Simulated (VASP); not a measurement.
# FeC2 (Fd-3m) in VASP: further runs

The runs below take FeC2 through single point, relaxation of cell and atoms, with PBE.

Everything below comes from runs of VASP 6.6.1. Logs are shortened: lines on timing, memory, paths and dates and some standing lists are left out, and cuts for length are marked.

## (1) The cell of the first run

Symmetry: Fd-3m, No. 227, cubic system. Conventional cell: a = 5.805 Å, b = 5.805 Å, c = 5.805 Å, α = 90.00°, β = 90.00°, γ = 90.00°. Fe (site symmetry -43m) has 12 C at 2.41 Å and 4 Fe at 2.51 Å within 3.2 Å. C (site symmetry -3m) has 6 C at 2.05 Å and 6 Fe at 2.41 Å within 2.7 Å.

## (2) Single point, PBE, collinear spin, ferromagnetic start

The input, INCAR:

```
PREC = Accurate
ENCUT = 520
EDIFF = 1E-7
ISMEAR = 0
SIGMA = 0.1
LREAL = F
LASPH = T
NELM = 150
ALGO = Normal
ISIF = 2
LWAVE = F
LCHARG = T
ISPIN = 2
MAGMOM = 2.99 2.99 0 0 0 0
LORBIT = 11
LMAXMIX = 4
GGA = PE
LELF = T
LVHAR = T
NBANDS = 29
```

The input, KPOINTS:

```
regular mesh
0
Gamma
  6 6 6
```

The input, POSCAR:

```
FeC2
1.0
    0.0000000000      2.9023651650      2.9023651650
    2.9023651650      0.0000000000      2.9023651650
    2.9023651650      2.9023651650      0.0000000000
Fe C
2 4
Direct
    0.0000000000      0.0000000000      0.0000000000
    0.2500000000      0.2500000000      0.2500000000
    0.6250000000      0.6250000000      0.6250000000
    0.1250000000      0.6250000000      0.6250000000
    0.6250000000      0.6250000000      0.1250000000
    0.6250000000      0.1250000000      0.6250000000
```

Potentials or basis: VASP PAW PBE potentials, release 64 (Fe, C).

Run with:

```
$ cat potpaw_PBE.64/Fe/POTCAR potpaw_PBE.64/C/POTCAR > POTCAR
$ mpirun -np 1 vasp_std > vasp.out
```

OUTCAR:

```text
PREC = Accurate
   ENCUT = 520
   EDIFF = 1E-7
   ISMEAR = 0
   LREAL = F
   LASPH = T
   NELM = 150
   ISIF = 2
   ISPIN = 2
   LORBIT = 11
   GGA = PE

 ion  position               nearest neighbor table
   1  0.000  0.000  0.000-   3 2.41   5 2.41   6 2.41   3 2.41   4 2.41   5 2.41   3 2.41   4 2.41
                             6 2.41   4 2.41   5 2.41   6 2.41   2 2.51   2 2.51   2 2.51   2 2.51
   2  0.250  0.250  0.250-   3 2.41   4 2.41   6 2.41   3 2.41   4 2.41   5 2.41   3 2.41   5 2.41
                             6 2.41   4 2.41   5 2.41   6 2.41   1 2.51   1 2.51   1 2.51   1 2.51
   3  0.625  0.625  0.625-   4 2.05   5 2.05   6 2.05   5 2.05   6 2.05   4 2.05   1 2.41   2 2.41
                             1 2.41   2 2.41   1 2.41   2 2.41
   4  0.125  0.625  0.625-   3 2.05   5 2.05   6 2.05   3 2.05   5 2.05   6 2.05   2 2.41   1 2.41
                             2 2.41   1 2.41   1 2.41   2 2.41
   5  0.625  0.625  0.125-   3 2.05   3 2.05   4 2.05   6 2.05   6 2.05   4 2.05   1 2.41   2 2.41
                             1 2.41   2 2.41   1 2.41   2 2.41
   6  0.625  0.125  0.625-   3 2.05   5 2.05   3 2.05   4 2.05   5 2.05   4 2.05   1 2.41   2 2.41
                             1 2.41   2 2.41   1 2.41   2 2.41

  LATTYP: Found a face centered cubic cell.
 ALAT       =     5.8047303300

  Lattice vectors:

 A1 = (   0.0000000000,   2.9023651650,   2.9023651650)
 A2 = (   2.9023651650,   0.0000000000,   2.9023651650)
 A3 = (   2.9023651650,   2.9023651650,   0.0000000000)

Analysis of symmetry for initial positions (statically):
=====================================================================
 Subroutine PRICEL returns:
 Original cell was already a primitive cell.

 Routine SETGRP: Setting up the symmetry group for a
 face centered cubic supercell.

 Subroutine GETGRP returns: Found 48 space group operations
 (whereof 24 operations were pure point group operations)
 out of a pool of 48 trial point group operations.

The static configuration has the point symmetry T_d .
 The point group associated with its full space group is O_h .

Analysis of symmetry for dynamics (positions and initial velocities):
=====================================================================
 Subroutine PRICEL returns:
 Original cell was already a primitive cell.

 Routine SETGRP: Setting up the symmetry group for a
 face centered cubic supercell.

 Subroutine GETGRP returns: Found 48 space group operations
 (whereof 24 operations were pure point group operations)
 out of a pool of 48 trial point group operations.

The dynamic configuration has the point symmetry T_d .
 The point group associated with its full space group is O_h .

Analysis of structural, dynamic, and magnetic symmetry:
=====================================================================
 Subroutine PRICEL returns:
 Original cell was already a primitive cell.

 Routine SETGRP: Setting up the symmetry group for a
 face centered cubic supercell.

 Subroutine GETGRP returns: Found 48 space group operations
 (whereof 24 operations were pure point group operations)
 out of a pool of 48 trial point group operations.

The overall configuration has the point symmetry T_d .
 The point group associated with its full space group is O_h .

 Subroutine INISYM returns: Found 48 space group operations
 (whereof 24 operations are pure point group operations),
 and found     1 'primitive' translations

----------------------------------------------------------------------------------------

                                     Primitive cell

  volume of cell :      48.8974

  direct lattice vectors                    reciprocal lattice vectors
     0.000000000  2.902365165  2.902365165    -0.172273291  0.172273291  0.172273291
     2.902365165  0.000000000  2.902365165     0.172273291 -0.172273291  0.172273291
     2.902365165  2.902365165  0.000000000     0.172273291  0.172273291 -0.172273291

  length of vectors
     4.104564179  4.104564179  4.104564179     0.298386094  0.298386094  0.298386094

  position of ions in fractional coordinates (direct lattice)
     0.000000000  0.000000000  0.000000000
     0.250000000  0.250000000  0.250000000
     0.625000000  0.625000000  0.625000000
     0.125000000  0.625000000  0.625000000
     0.625000000  0.625000000  0.125000000
[... 56 lines left out ...]
   number of dos      NEDOS =    301   number of ions     NIONS =      6
   total plane-waves  NPLWV =  32768
   dimension x,y,z NGX =    32 NGY =   32 NGZ =   32
   dimension x,y,z NGXF=    64 NGYF=   64 NGZF=   64
   ions per type =               2   4
   NGX,Y,Z   is equivalent  to a cutoff of  12.96, 12.96, 12.96 a.u.
   NGXF,Y,Z  is equivalent  to a cutoff of  25.92, 25.92, 25.92 a.u.
 SYSTEM =  unknown system
   PREC   = accura    normal or accurate (medium, high low for compatibility)
   ISTART =      0    job   : 0-new  1-cont  2-samecut
   ICHARG =      2    charge: 1-file 2-atom 10-const
   ISPIN  =      2    spin polarized calculation?
   LNONCOLLINEAR =      F non collinear calculations
   LSORBIT =      F    spin-orbit coupling
   LASPH  =      T    aspherical Exc in radial PAW
   ENCUT  =  520.0 eV  38.22 Ry    6.18 a.u.   7.63  7.63  7.63*2*pi/ulx,y,z
   NELM   =    150;   NELMIN=  2; NELMDL= -5     # of ELM steps
   EDIFF  = 0.1E-06   stopping-criterion for ELM
   LREAL  =      F    real-space projection
   EDIFFG = 0.1E-05   stopping-criterion for IOM
   NSW    =      0    number of steps for IOM
   IBRION =     -1    ionic relax: 0-MD 1-quasi-New 2-CG
   NFREE  =      0    steps in history (QN), initial steepest desc. (CG)
   ISIF   =      2    stress and relaxation
   ISYM   =      2    0-nonsym 1-usesym 2-fastsym
   POTIM  = 0.5000    time-step for ionic-motion
   TEBEG  =    0.0;   TEEND  =   0.0 temperature during run
   PSTRESS=    0.0 pullay stress
   NELECT =      32.0000    total number of electrons
   NUPDOWN=      -1.0000    fix difference up-down
   EMIN   =  10.00;   EMAX   =-10.00  energy-range for DOS
   EFERMI =   0.00;   METHOD = LEGACY
   ISMEAR =     0;   SIGMA  =   0.10  broadening in eV -4-tet -1-fermi 0-gaus
   EFERMI_NEDOS =   21; number of points for ismear=-14 and -15
   IALGO  =     38    algorithm
   IMIX   =      4    mixing-type and parameters
     AMIX     =   0.40;   BMIX     =  1.00
     AMIX_MAG =   1.60;   BMIX_MAG =  1.00
  volume/ion in A,a.u.               =       8.15        55.00
  Fermi-wavevector in a.u.,A,eV,Ry     =   1.421334  2.685932 27.486353  2.020190
  Thomas-Fermi vector in A             =   2.542155
   LORBIT       =     11    0 simple, 1 ext, 2 COOP (PROOUT), +10 PAW based schemes
   GGA     = PE    functional components
   LHFCALC =     F    Hartree Fock is set to
   AEXX    =    0.0000 exact exchange contribution
   IVDW    =     0    specifies the selected vdW correction
   LEPSILON=     F    determine dielectric tensor
   LRPA    =     F    only Hartree local field effects (RPA)
 spin polarized calculation
 Gauss-broadening in eV      SIGMA  =   0.10
  energy-cutoff  :      520.00
  volume of cell :       48.90
 maximum number of plane-waves:      1363
 NGX is ok and might be reduce to    32
   NGX = 15   NGY = 15   NGZ = 15

 number of electron      32.0000013 magnetization       4.9531583

 Free energy of the ion-electron system (eV)
  ---------------------------------------------------
  ext. energy  EPLUGINS =         0.00000000
  ---------------------------------------------------
  free energy    TOTEN  =       -37.85444113 eV

  energy without entropy =      -37.83527847  energy(sigma->0) =      -37.84485980

 E-fermi :   8.2178     XC(G=0): -13.1190

 val. band max:        8.1970923593   @ k =   0.5000   0.1667   0.0000
 cond. band min:       8.2801266626   @ k =  -0.1667   0.1667   0.0000
 fundamental gap:      0.0830343034
 Fermi energy:         8.2178231418

 spin component 1

 k-point     1 :       0.0000    0.0000    0.0000
  band No.  band energies     occupation
      1      -9.5053      1.00000
      2      -1.0400      1.00000
      3       0.3119      1.00000
      4       0.3119      1.00000
      5       0.3119      1.00000
      6       1.1110      1.00000
[... 485 lines left out ...]
     27      16.0818      0.00000
     28      16.0818      0.00000
 Fermi energy:         8.2178231418

 spin component 2

 k-point     1 :       0.0000    0.0000    0.0000
  band No.  band energies     occupation
      1      -9.4867      1.00000
      2      -0.9577      1.00000
      3       0.4168      1.00000
      4       0.4169      1.00000
      5       0.4169      1.00000
      6       1.3317      1.00000
[... 485 lines left out ...]
     27      16.6625      0.00000
     28      16.6625      0.00000
 [bands above 28 left out]

------------------------ aborting loop because EDIFF is reached ----------------------------------------

  FORCE on cell =-STRESS in cart. coord.  units (eV):
  Direction    XX          YY          ZZ          XY          YZ          ZX
  --------------------------------------------------------------------------------------
  -------------------------------------------------------------------------------------
  Total       -0.0037350     -0.0037350     -0.0037350      0.0000000      0.0000000      0.0000000
  in kB       -0.1223829     -0.1223829     -0.1223829      0.0000000      0.0000000      0.0000000
  external PRESSURE =      -0.1223829 kB  Pullay stress =       0.0000000 kB

 VOLUME and BASIS-vectors are now :
 -----------------------------------------------------------------------------
  energy-cutoff  :      520.00
  volume of cell :       48.90
      direct lattice vectors                 reciprocal lattice vectors
     0.000000000  2.902365165  2.902365165    -0.172273291  0.172273291  0.172273291
     2.902365165  0.000000000  2.902365165     0.172273291 -0.172273291  0.172273291
     2.902365165  2.902365165  0.000000000     0.172273291  0.172273291 -0.172273291

 POSITION                                       TOTAL-FORCE (eV/Angst)
 -----------------------------------------------------------------------------------
      0.00000      0.00000      0.00000        -0.000000     -0.000000     -0.000000
      1.45118      1.45118      1.45118         0.000000      0.000000      0.000000
      3.62796      3.62796      3.62796         0.000000     -0.000000      0.000000
      3.62796      2.17677      2.17677         0.000000     -0.000000      0.000000
      2.17677      2.17677      3.62796         0.000000     -0.000000      0.000000
      2.17677      3.62796      2.17677         0.000000     -0.000000      0.000000
 -----------------------------------------------------------------------------------
    total drift:                                0.000000     -0.000000      0.000000

  FREE ENERGIE OF THE ION-ELECTRON SYSTEM (eV)
  ---------------------------------------------------
  free  energy   TOTEN  =       -37.8544411315 eV

  energy  without entropy=      -37.8352784671  energy(sigma->0) =      -37.84485980

 total charge

# of ion       s       p       d       tot
------------------------------------------
    1        0.329   0.436   6.334   7.099
    2        0.329   0.436   6.334   7.099
    3        0.996   1.155   0.000   2.151
    4        0.996   1.155   0.000   2.151
    5        0.996   1.155   0.000   2.151
    6        0.996   1.155   0.000   2.151
--------------------------------------------------
tot          4.642   5.494  12.667  22.803

 magnetization (x)

# of ion       s       p       d       tot
------------------------------------------
    1        0.007   0.009   2.501   2.517
    2        0.007   0.009   2.501   2.517
    3        0.019  -0.032   0.000  -0.014
    4        0.019  -0.032   0.000  -0.014
    5        0.019  -0.032   0.000  -0.014
    6        0.019  -0.032   0.000  -0.014
--------------------------------------------------
tot          0.087  -0.111   5.003   4.979
```

It took 80 s on 1 thread of Intel Xeon Platinum 8175M at 2.50GHz (Skylake/Cascade Lake), shared host; peak memory 0.21 GiB.

Results:

| Property | Result |
| --- | --- |
| Free energy | -37.8544 eV |
| Pressure | 0.0 GPa |
| Net moment | 4.95 μB per cell |
| Site moments | Fe +2.52; C -0.01 μB |
| Valence electrons inside the program's atomic spheres | Fe 7.10; C 2.15 |

(Continued in part 2 of 2.)
